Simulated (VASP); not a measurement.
SnO, 18 atoms in the cell. The cell holds a disordered packing, 18 atoms: a = 7.073 Å, b = 7.231 Å, c = 7.179 Å, α = 88.46°, β = 91.36°, γ = 86.08°. 

| Quantity | Value |
| --- | --- |
| Program | VASP 6.6.1 |
| Task | single point |
| Functional | PBE |
| Dispersion | D3(BJ) |
| Potentials or basis | VASP PAW PBE potentials, release 64 (Sn_d, O) |
| Cutoff | 520 eV |
| k mesh | 1 × 1 × 1, shifted |
| Occupations | fermi-dirac, width 0.3102 eV |
| Spin | no spin polarisation |
| Dipole correction | no |
| Further INCAR settings | LREAL = Auto; ALGO = Normal; EDIFF = 1e-07; NBANDS = 105; ISYM = 0 |

Potentials or basis: VASP PAW PBE potentials, release 64 (Sn_d, O).

Command:

```sh
$ cat potpaw_PBE.64/Sn_d/POTCAR potpaw_PBE.64/O/POTCAR > POTCAR
$ mpirun -np 1 vasp_std > vasp.out
```

Hardware: 1 thread of Intel(R) Xeon(R) 6975P-C (Granite Rapids) (shared host).

Estimate the wall time of this run.

Wall time 66 s on 1 thread of Intel(R) Xeon(R) 6975P-C (Granite Rapids), on a shared host, peak memory 0.36 GiB. Counts: scf iterations 21, k points 1.
